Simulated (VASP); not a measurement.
Crystal: GaSb.

```xyz
2
Lattice="0.0000 2.7696 2.7696 2.7696 0.0000 2.7696 2.7696 2.7696 0.0000" Properties=species:S:1:pos:R:3 pbc="T T T"
Ga    0.0000    0.0000    0.0000
Sb    2.7696    2.7696    2.7696
```

| Quantity | Value |
| --- | --- |
| Program | VASP 6.6.1 |
| Task | relaxation of cell and atoms |
| Functional | PBE |
| Potentials or basis | VASP PAW PBE potentials, release 64 (Ga_d, Sb) |
| Cutoff | 600 eV |
| k mesh | 8 × 8 × 8 |
| Occupations | fermi-dirac, width 0.02 eV |
| Spin | no spin polarisation |

At the start: pressure 10.9 GPa; volume 21.24 Å³/atom.

Problem. How do energy, volume and symmetry change on relaxing?

Solution. Over 5 steps the energy falls by 94.3 meV/atom and the volume is 24.46 Å³/atom (+15.1 %); space group Fm-3m (No. 225, to 0.05 Å).

The path:
```csv
step,energy change (eV),largest force (eV/Å),pressure (GPa),volume (Å³)
1,0.0000,0.0000,10.91,42.49
2,-0.1581,0.0000,-2.93,52.02
3,-0.1886,0.0000,0.09,48.82
4,-0.1886,0.0000,-0.03,48.96
5,-0.1887,0.0000,0.01,48.92
```

Final structure:
```cif
data_structure
_symmetry_space_group_name_H-M 'P 1'
_symmetry_Int_Tables_number 1
_cell_length_a 4.1052
_cell_length_b 4.1052
_cell_length_c 4.1052
_cell_angle_alpha 60.000
_cell_angle_beta 60.000
_cell_angle_gamma 60.000
_cell_volume 48.92
loop_
_atom_site_label
_atom_site_type_symbol
_atom_site_fract_x
_atom_site_fract_y
_atom_site_fract_z
_atom_site_occupancy
Ga1 Ga 0.00000 0.00000 0.00000 1
Sb1 Sb 0.50000 0.50000 0.50000 1
```

Caveat: the volume moved by over 15 % at a fixed basis, so the end points are rough.
